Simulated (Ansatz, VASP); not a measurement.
**Na8CO: VASP beside Ansatz**

```xyz
10
Lattice="7.2665 0.0000 0.0000 -2.4222 6.8509 0.0000 0.0000 0.0000 20.9665" Properties=species:S:1:pos:R:3 pbc="T T T"
Na    1.2111    1.7127    4.0000
Na    0.0000    5.1382    4.0000
Na    4.8443    1.7127    4.0000
Na    3.6333    5.1382    4.0000
Na    0.0000    0.0000    6.9665
Na   -1.2111    3.4255    6.9665
Na    3.6333    0.0000    6.9665
Na    2.4222    3.4255    6.9665
C    -1.5929    5.7091    8.0865
O    -0.0219    5.7091    8.0865
```

Alike in both runs: task single point; functional PBE; k mesh 4 × 4 × 1; occupations gaussian, width 0.1 eV; no spin polarisation.

|  | VASP | Ansatz |
| --- | --- | --- |
| version | VASP 6.6.1 | Ansatz 0.2.0 |
| potentials or method | VASP PAW PBE potentials, release 64 (Na_pv, C, O), cutoff 520 eV | scalar-relativistic, plane waves, PAW |
| valence electrons in the cell | 66 | 82 |

Ansatz gave:

| Quantity | Value |
| --- | --- |
| gap on the k mesh at the Fermi level (eV) | none |
| rms of the force components (eV/Å) | 2.580 |

Task: What did VASP give for the same quantities?

Result: gap on the k mesh at the Fermi level (eV): none; rms of the force components (eV/Å): 2.592.

Atom by atom the forces differ by 0.033 eV/Å (rms over components). A gap of «none» marks a metal or a gap that the smearing closes. The functional is the same, so the differences come from potentials, cutoffs and numerics. VASP's potentials hold 66 valence electrons a cell and Ansatz's 82, so a difference there can come from the potentials and not from the codes.
